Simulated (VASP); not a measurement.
# Ni (Cmcm) in VASP: further runs

Ni is run at these levels: PBE; tasks: single point, relaxation of cell and atoms.

All numbers are computed with VASP 6.6.1; they aren't measurements. Logs are shortened: lines on timing, memory, paths and dates and some standing lists are left out, and cuts for length are marked.

## (1) The cell of the first run

It takes space group Cmcm (No. 63, orthorhombic). Conventional cell: a = 2.426 Å, b = 6.801 Å, c = 2.652 Å, α = 90.00°, β = 90.00°, γ = 90.00°. Ni (site symmetry m2m) has 10 Ni at 2.24 to 2.65 Å within 3.0 Å.

## (2) Single point, PBE, collinear spin, ferromagnetic start

INCAR reads:

```
SYSTEM = Ni
ALGO     = Normal         ! electronic algorithm
EDIFF    = 1E-7           ! SCF threshold, eV
ENCUT    = 520            ! plane-wave cutoff, eV
GGA      = PE             ! functional
ISIF     = 2              ! what is computed and relaxed
ISMEAR   = 0              ! smearing method
ISPIN    = 2              ! spin polarisation
LASPH    = .True.         ! aspherical terms in the spheres
LCHARG   = .True.         ! write CHGCAR
LELF     = .True.         ! ELF
LMAXMIX  = 4              ! l up to which the mixer works
LORBIT   = 11             ! projections on sites
LREAL    = .False.        ! projectors in reciprocal space
LVHAR    = .True.       
LWAVE    = .False.        ! write WAVECAR
MAGMOM   = 2 2            ! initial moments
NBANDS   = 21             ! bands
NELM     = 150            ! most SCF steps
PREC     = Accurate       ! precision mode
SIGMA    = 0.1            ! smearing width, eV
```

KPOINTS reads:

```
k-points
0
Gamma
  8 8 6
  0 0 0
```

POSCAR reads:

```
Ni
1.0
    1.2129760683     -3.4005156673      0.0000000000
    1.2129760683      3.4005156673      0.0000000000
    0.0000000000      0.0000000000      2.6518166459
Ni
2
Direct
    0.8670000000      0.1330000000      0.2500000000
    0.1330000000      0.8670000000      0.7500000000
```

Potentials or basis: VASP PAW PBE potentials, release 64 (Ni).

The run is started by

```sh
$ cat potpaw_PBE.64/Ni/POTCAR > POTCAR
$ mpirun -np 1 vasp_std > vasp.out
```

OUTCAR:

```text
SYSTEM = Ni
   EDIFF = 1E-7
   ENCUT = 520
   GGA = PE
   ISIF = 2
   ISMEAR = 0
   ISPIN = 2
   LASPH = .True.
   LORBIT = 11
   LREAL = .False.
   NELM = 150
   PREC = Accurate

 ion  position               nearest neighbor table
   1  0.867  0.133  0.250-   2 2.24   2 2.24   2 2.40   2 2.40   2 2.40   2 2.40
   2  0.133  0.867  0.750-   1 2.24   1 2.24   1 2.40   1 2.40   1 2.40   1 2.40

  LATTYP: Found a base centered orthorhombic cell.
 ALAT       =     2.4259521366
 B/A-ratio  =     2.8034482758
 C/A-ratio  =     1.0931034483

  Lattice vectors:

 A1 = (   1.2129760683,  -3.4005156673,   0.0000000000)
 A2 = (   1.2129760683,   3.4005156673,   0.0000000000)
 A3 = (   0.0000000000,   0.0000000000,   2.6518166459)

Analysis of symmetry for initial positions (statically):
=====================================================================
 Subroutine PRICEL returns:
 Original cell was already a primitive cell.

 Routine SETGRP: Setting up the symmetry group for a
 base centered orthorhombic supercell.

 Subroutine GETGRP returns: Found  8 space group operations
 (whereof  4 operations were pure point group operations)
 out of a pool of  8 trial point group operations.

The static configuration has the point symmetry C_2h.
 The point group associated with its full space group is D_2h.

Analysis of symmetry for dynamics (positions and initial velocities):
=====================================================================
 Subroutine PRICEL returns:
 Original cell was already a primitive cell.

 Routine SETGRP: Setting up the symmetry group for a
 base centered orthorhombic supercell.

 Subroutine GETGRP returns: Found  8 space group operations
 (whereof  4 operations were pure point group operations)
 out of a pool of  8 trial point group operations.

The dynamic configuration has the point symmetry C_2h.
 The point group associated with its full space group is D_2h.

Analysis of structural, dynamic, and magnetic symmetry:
=====================================================================
 Subroutine PRICEL returns:
 Original cell was already a primitive cell.

 Routine SETGRP: Setting up the symmetry group for a
 base centered orthorhombic supercell.

 Subroutine GETGRP returns: Found  8 space group operations
 (whereof  4 operations were pure point group operations)
 out of a pool of  8 trial point group operations.

The overall configuration has the point symmetry C_2h.
 The point group associated with its full space group is D_2h.

 Subroutine INISYM returns: Found  8 space group operations
 (whereof  4 operations are pure point group operations),
 and found     1 'primitive' translations

----------------------------------------------------------------------------------------

                                     Primitive cell

  volume of cell :      21.8761

  direct lattice vectors                    reciprocal lattice vectors
     1.212976068 -3.400515667  0.000000000     0.412209287 -0.147036523  0.000000000
     1.212976068  3.400515667  0.000000000     0.412209287  0.147036523  0.000000000
     0.000000000  0.000000000  2.651816646     0.000000000  0.000000000  0.377099978

  length of vectors
     3.610376399  3.610376399  2.651816646     0.437648529  0.437648529  0.377099978

  position of ions in fractional coordinates (direct lattice)
     0.867000000  0.133000000  0.250000000
     0.133000000  0.867000000  0.750000000

  ion indices of the primitive-cell ions
   primitive index   ion index
                 1           1
                 2           2

----------------------------------------------------------------------------------------

 KPOINTS: k-points

Automatic generation of k-mesh.
 Grid dimensions read from file:
 generate k-points for:    8    8    6

 Generating k-lattice:

  Cartesian coordinates                     Fractional coordinates (reciprocal lattice)
     0.051526161 -0.018379565  0.000000000     0.125000000  0.000000000  0.000000000
     0.051526161  0.018379565  0.000000000     0.000000000  0.125000000  0.000000000
     0.000000000  0.000000000  0.062849996     0.000000000  0.000000000  0.166666667

  Length of vectors
     0.054706066  0.054706066  0.062849996

  Shift w.r.t. Gamma in fractional coordinates (k-lattice)
     0.000000000  0.000000000  0.000000000

 Subroutine IBZKPT returns following result:
 ===========================================

 Found     84 irreducible k-points:

 Following reciprocal coordinates:
            Coordinates               Weight
  0.000000  0.000000  0.000000      1.000000
  0.125000  0.000000  0.000000      4.000000
  0.250000  0.000000  0.000000      4.000000
  0.375000 -0.000000  0.000000      4.000000
  0.500000  0.000000  0.000000      2.000000
  0.125000  0.125000  0.000000      2.000000
[... 16 lines left out ...]
  0.125000  0.000000  0.166667      8.000000
  0.250000  0.000000  0.166667      8.000000
 [... further k-points ...]
   k-points           NKPTS =     84   k-points in BZ     NKDIM =     84   number of bands    NBANDS=     21
   number of dos      NEDOS =    301   number of ions     NIONS =      2
   total plane-waves  NPLWV =  15680
   dimension x,y,z NGX =    28 NGY =   28 NGZ =   20
   dimension x,y,z NGXF=    56 NGYF=   56 NGZF=   40
   ions per type =               2
   NGX,Y,Z   is equivalent  to a cutoff of  12.89, 12.89, 12.54 a.u.
   NGXF,Y,Z  is equivalent  to a cutoff of  25.79, 25.79, 25.08 a.u.
 SYSTEM =  Ni
   PREC   = accura    normal or accurate (medium, high low for compatibility)
   ISTART =      0    job   : 0-new  1-cont  2-samecut
   ICHARG =      2    charge: 1-file 2-atom 10-const
   ISPIN  =      2    spin polarized calculation?
   LNONCOLLINEAR =      F non collinear calculations
   LSORBIT =      F    spin-orbit coupling
   LASPH  =      T    aspherical Exc in radial PAW
   ENCUT  =  520.0 eV  38.22 Ry    6.18 a.u.   6.71  6.71  4.93*2*pi/ulx,y,z
   NELM   =    150;   NELMIN=  2; NELMDL= -5     # of ELM steps
   EDIFF  = 0.1E-06   stopping-criterion for ELM
   LREAL  =      F    real-space projection
   EDIFFG = 0.1E-05   stopping-criterion for IOM
   NSW    =      0    number of steps for IOM
   IBRION =     -1    ionic relax: 0-MD 1-quasi-New 2-CG
   NFREE  =      0    steps in history (QN), initial steepest desc. (CG)
   ISIF   =      2    stress and relaxation
   ISYM   =      2    0-nonsym 1-usesym 2-fastsym
   POTIM  = 0.5000    time-step for ionic-motion
   TEBEG  =    0.0;   TEEND  =   0.0 temperature during run
   PSTRESS=    0.0 pullay stress
   NELECT =      20.0000    total number of electrons
   NUPDOWN=      -1.0000    fix difference up-down
   EMIN   =  10.00;   EMAX   =-10.00  energy-range for DOS
[... 5 lines left out ...]
     AMIX     =   0.40;   BMIX     =  1.00
     AMIX_MAG =   1.60;   BMIX_MAG =  1.00
  volume/ion in A,a.u.               =      10.94        73.81
  Fermi-wavevector in a.u.,A,eV,Ry     =   1.588893  3.002572 34.349011  2.524581
  Thomas-Fermi vector in A             =   2.687826
   LORBIT       =     11    0 simple, 1 ext, 2 COOP (PROOUT), +10 PAW based schemes
   GGA     = PE    functional components
   LHFCALC =     F    Hartree Fock is set to
   AEXX    =    0.0000 exact exchange contribution
   IVDW    =     0    specifies the selected vdW correction
   LEPSILON=     F    determine dielectric tensor
   LRPA    =     F    only Hartree local field effects (RPA)
 spin polarized calculation
 Gauss-broadening in eV      SIGMA  =   0.10
  energy-cutoff  :      520.00
  volume of cell :       21.88
 maximum number of plane-waves:       605
   NGX = 13   NGY = 13   NGZ =  9

 number of electron      19.9999986 magnetization       1.2305433

 Free energy of the ion-electron system (eV)
  ---------------------------------------------------
  ext. energy  EPLUGINS =         0.00000000
  ---------------------------------------------------
  free energy    TOTEN  =       -10.29954896 eV

  energy without entropy =      -10.28602324  energy(sigma->0) =      -10.29278610

 E-fermi :   9.3069     XC(G=0): -13.1682

 val. band max:        9.3027752931   @ k =   0.5000   0.1250   0.1667
 cond. band min:       9.3081177577   @ k =   0.3750   0.2500   0.5000
 fundamental gap:      0.0053424646
 Fermi energy:         9.3069389806

 spin component 1

 k-point     1 :       0.0000    0.0000    0.0000
  band No.  band energies     occupation
      1       0.3696      1.00000
      2       4.6064      1.00000
      3       5.6279      1.00000
      4       6.0247      1.00000
      5       6.2735      1.00000
      6       7.7165      1.00000
[... 13 lines left out ...]
     20      34.5474      0.00000
     21      34.9634      0.00000

 k-point     2 :       0.1250    0.0000    0.0000
  band No.  band energies     occupation
      1       0.8436      1.00000
      2       4.7687      1.00000
      3       5.7958      1.00000
      4       6.0944      1.00000
      5       6.4538      1.00000
      6       7.3780      1.00000
[... 520 lines left out ...]
 k-point    24 :       0.2500    0.0000    0.1667
  band No.  band energies     occupation
      1       2.7142      1.00000
      2       5.3819      1.00000
      3       5.8043      1.00000
      4       6.1969      1.00000
      5       6.5552      1.00000
      6       7.0169      1.00000
[... 13 lines left out ...]
     20      35.4968      0.00000
     21      36.8532      0.00000

 [... further k-points ...]

 spin component 2

 k-point     1 :       0.0000    0.0000    0.0000
  band No.  band energies     occupation
      1       0.3551      1.00000
      2       4.9519      1.00000
      3       6.2111      1.00000
      4       6.7269      1.00000
      5       6.9234      1.00000
      6       8.4268      1.00000
[... 13 lines left out ...]
     20      34.6214      0.00000
     21      35.0171      0.00000

 k-point     2 :       0.1250    0.0000    0.0000
  band No.  band energies     occupation
      1       0.8304      1.00000
      2       5.1203      1.00000
      3       6.3804      1.00000
      4       6.7986      1.00000
      5       7.1004      1.00000
      6       8.0215      1.00000
[... 520 lines left out ...]
 k-point    24 :       0.2500    0.0000    0.1667
  band No.  band energies     occupation
      1       2.7240      1.00000
      2       5.7607      1.00000
      3       6.4199      1.00000
      4       6.7523      1.00000
      5       7.1872      1.00000
      6       7.6615      1.00000
[... 13 lines left out ...]
     20      35.5654      0.00000
     21      36.9031      0.00000

 [... further k-points ...]
[... 5 lines left out ...]
  --------------------------------------------------------------------------------------
  -------------------------------------------------------------------------------------
  Total        0.9512258      3.6366495      0.7076601      0.0000000      0.0000000      0.0000000
  in kB       69.6664537    266.3431473     51.8280378      0.0000000      0.0000000      0.0000000
  external PRESSURE =     129.2792129 kB  Pullay stress =       0.0000000 kB

 VOLUME and BASIS-vectors are now :
 -----------------------------------------------------------------------------
  energy-cutoff  :      520.00
  volume of cell :       21.88
      direct lattice vectors                 reciprocal lattice vectors
     1.212976068 -3.400515667  0.000000000     0.412209287 -0.147036523  0.000000000
     1.212976068  3.400515667  0.000000000     0.412209287  0.147036523  0.000000000
     0.000000000  0.000000000  2.651816646     0.000000000  0.000000000  0.377099978

 POSITION                                       TOTAL-FORCE (eV/Angst)
 -----------------------------------------------------------------------------------
      1.21298     -2.49598      0.66295         0.000000      0.799174     -0.000000
      1.21298      2.49598      1.98886         0.000000     -0.799174      0.000000
 -----------------------------------------------------------------------------------
    total drift:                                0.000000      0.000000     -0.000000

  FREE ENERGIE OF THE ION-ELECTRON SYSTEM (eV)
  ---------------------------------------------------
  free  energy   TOTEN  =       -10.2995489641 eV

  energy  without entropy=      -10.2860232434  energy(sigma->0) =      -10.29278610

 total charge

# of ion       s       p       d       tot
------------------------------------------
    1        0.526   0.505   8.365   9.396
    2        0.526   0.505   8.365   9.396
--------------------------------------------------
tot          1.053   1.009  16.730  18.792

 magnetization (x)

# of ion       s       p       d       tot
------------------------------------------
    1       -0.007  -0.019   0.645   0.620
    2       -0.007  -0.019   0.645   0.620
--------------------------------------------------
tot         -0.014  -0.037   1.291   1.240
```

Wall time 43 s (1 thread of Intel Xeon 6975P-C (Granite Rapids), shared host); peak memory 0.18 GiB.

Results:

| Item | Value |
| --- | --- |
| Free energy | -10.2995 eV |
| Pressure | 12.9 GPa |
| Largest force | 0.799 eV/Å |
| Net moment | 1.23 μB per cell |
| Site moments | Ni +0.62 μB |
| Valence electrons inside the program's atomic spheres | Ni 9.40 |

Forces in eV/Å, atoms in the order of the input:
```
Ni   0.000  0.799  0.000
Ni   0.000 -0.799  0.000
```

Levels at points of the mesh, in eV from the Fermi level:
Spin up:
| k point | band 9 | band 10 | band 11 | band 12 | band 13 | band 14 |
| --- | --- | --- | --- | --- | --- | --- |
| (0.00, 0.00, 0.00) | -0.92 | -0.84 | -0.03 | 3.47 | 10.12 | 11.90 |
| (0.50, 0.00, 0.00) | -1.31 | -0.40 | 0.61 | 2.81 | 4.91 | 10.27 |
| (0.50, 0.50, 0.00) | -1.42 | -1.26 | -0.51 | -0.44 | 16.16 | 16.45 |
| (0.00, 0.00, 0.50) | -0.43 | -0.43 | 0.41 | 0.41 | 11.40 | 11.40 |
| (0.50, 0.00, 0.50) | -0.42 | -0.42 | 3.95 | 3.95 | 8.53 | 8.53 |
| (0.50, 0.50, 0.50) | -0.82 | -0.82 | -0.58 | -0.58 | 5.21 | 5.21 |
Spin down:
| k point | band 8 | band 9 | band 10 | band 11 | band 12 | band 13 |
| --- | --- | --- | --- | --- | --- | --- |
| (0.00, 0.00, 0.00) | -0.44 | -0.37 | -0.15 | 0.83 | 3.46 | 10.37 |
| (0.50, 0.00, 0.00) | -0.91 | -0.62 | 0.42 | 1.22 | 3.27 | 5.00 |
| (0.50, 0.50, 0.00) | -0.91 | -0.76 | -0.65 | 0.19 | 0.33 | 16.19 |
| (0.00, 0.00, 0.50) | -1.52 | 0.31 | 0.31 | 0.88 | 0.88 | 11.58 |
| (0.50, 0.00, 0.50) | -0.24 | 0.33 | 0.33 | 4.07 | 4.07 | 8.77 |
| (0.50, 0.50, 0.50) | -0.69 | -0.46 | -0.46 | -0.14 | -0.14 | 5.65 |

Caveat: the k points lie up to 0.39 Å⁻¹ apart.

## (3) Single point, PBE, collinear spin, ferromagnetic start

This run uses another cell than the first one, of 11.48 Å³/atom, 1.050 times its volume.

INCAR reads:

```
SYSTEM = Ni
PREC = Accurate
ENCUT = 520
EDIFF = 1E-6
ISMEAR = 0
SIGMA = 0.1
LREAL = .FALSE.
LASPH = .TRUE.
NELM = 150
ALGO = Normal
ISIF = 2
LWAVE = .FALSE.
LCHARG = .FALSE.
ISPIN = 2
MAGMOM = 0.73 0.73
LORBIT = 11
LMAXMIX = 4
GGA = PE
NBANDS = 21
```

KPOINTS reads:

```
regular mesh
0
G
  8 8 6
  0 0 0
```

POSCAR reads:

```
Ni
1.0
    1.2182779834     -3.8228003562      0.0000000000
    1.2182779834      3.8228003562      0.0000000000
    0.0000000000      0.0000000000      2.4657146169
Ni
2
Direct
    0.8648659886      0.1351340114      0.2500000000
    0.1351340114      0.8648659886      0.7500000000
```

Potentials or basis: VASP PAW PBE potentials, release 64 (Ni).

The run is started by

```sh
$ cat potpaw_PBE.64/Ni/POTCAR > POTCAR
$ mpirun -np 1 vasp_std > vasp.out
```

It took 37 s on 1 thread of Intel Xeon 6975P-C (Granite Rapids), shared host; peak memory 0.19 GiB.

The run converged. Its results:

| Quantity | Value |
| --- | --- |
| Free energy | -10.5421 eV |
| Pressure | 0.0 GPa |
| Largest force | 0.009 eV/Å |
| Net moment | 1.36 μB per cell |
| Site moments | Ni +0.69 μB |
| Valence electrons inside the program's atomic spheres | Ni 9.29 |

Forces in eV/Å, atoms in the order of the input:
```
Ni   0.000 -0.009  0.000
Ni   0.000  0.009  0.000
```

Stress tensor (GPa, compression positive):
```
-0.29  0.00  0.00
 0.00  0.30  0.00
 0.00  0.00 -0.03
```

Levels at points of the mesh, in eV from the Fermi level:
Spin up:
```tsv
k point	band 7	band 8	band 9	band 10	band 11	band 12	band 13	band 14	band 15	band 16
(0.00, 0.00, 0.00)	-1.63	-1.21	-0.89	-0.67	-0.39	1.26	7.03	15.65	19.50	20.38
(0.50, 0.00, 0.00)	-1.93	-1.68	-1.16	-0.64	0.51	2.45	3.66	8.68	15.09	17.83
(0.50, 0.50, 0.00)	-1.59	-1.53	-1.50	-1.02	-0.56	-0.54	16.08	16.26	18.00	18.92
(0.00, 0.00, 0.50)	-2.06	-2.06	-0.71	-0.71	1.14	1.14	9.84	9.84	11.53	11.53
(0.50, 0.00, 0.50)	-0.84	-0.84	-0.27	-0.27	4.60	4.60	8.82	8.82	11.11	11.11
(0.50, 0.50, 0.50)	-1.13	-1.13	-0.57	-0.57	-0.12	-0.12	5.29	5.29	20.39	20.39
```
Spin down:
```csv
k point,band 6,band 7,band 8,band 9,band 10,band 11,band 12,band 13,band 14,band 15
"(0.00, 0.00, 0.00)",-1.17,-0.83,-0.39,-0.19,0.04,0.51,1.25,7.36,15.68,19.59
"(0.50, 0.00, 0.00)",-1.38,-1.27,-0.99,-0.42,0.22,1.16,2.90,3.82,8.99,15.18
"(0.50, 0.50, 0.00)",-1.36,-0.92,-0.70,-0.68,-0.32,0.18,0.31,16.15,16.28,18.10
"(0.00, 0.00, 0.50)",-1.75,-1.37,-1.37,0.10,0.10,1.67,1.67,10.02,10.02,11.72
"(0.50, 0.00, 0.50)",-1.14,-0.11,-0.11,0.59,0.59,4.69,4.69,9.00,9.00,11.28
"(0.50, 0.50, 0.50)",-0.99,-0.32,-0.32,-0.31,-0.31,0.34,0.34,5.73,5.73,20.41
```

Caveat: the k points lie up to 0.42 Å⁻¹ apart.

(Part 1 of 2 ends here.)
